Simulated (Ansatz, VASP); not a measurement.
One calculation of Co, two programs

```
CELL_PARAMETERS angstrom
2.55167 0.00000 0.00000
-1.27584 2.20981 0.00000
0.00000 0.00000 8.27921
ATOMIC_POSITIONS crystal
Co 0.00000 0.00000 0.00000
Co 0.00000 0.00000 0.50000
Co 0.33333 0.66667 0.25000
Co 0.66667 0.33333 0.75000
```

Alike in both runs: task single point; functional RPBE; k mesh 16 × 16 × 5; occupations fermi-dirac, width 0.05 eV; collinear spin.

|  | VASP | Ansatz |
| --- | --- | --- |
| version | VASP 6.6.1 | Ansatz 0.2.0 |
| potentials or method | VASP PAW PBE potentials, release 64 (Co), cutoff 520 eV | plane waves (420 eV) with PAW, scalar-relativistic |
| valence electrons in the cell | 36 | 68 |

|  | VASP | Ansatz | Ansatz less VASP |
| --- | --- | --- | --- |
| pressure (GPa) | -7.3 | -7.0 | +0.36 |
| traceless stress, the component that is largest in VASP (GPa) | -0.27 | -0.14 | +0.136 |
| net moment per atom (μB) | 1.70 | 1.71 | +0.015 |
| size of the moment on the site where the two differ most (μB) | 1.74 | 1.81 | +0.066 |

VASP's potentials were made for PBE, not for RPBE. Site moments also hang on the region over which each program counts them. VASP's potentials hold 36 valence electrons a cell and Ansatz's 68, so a difference there can come from the potentials and not from the codes.
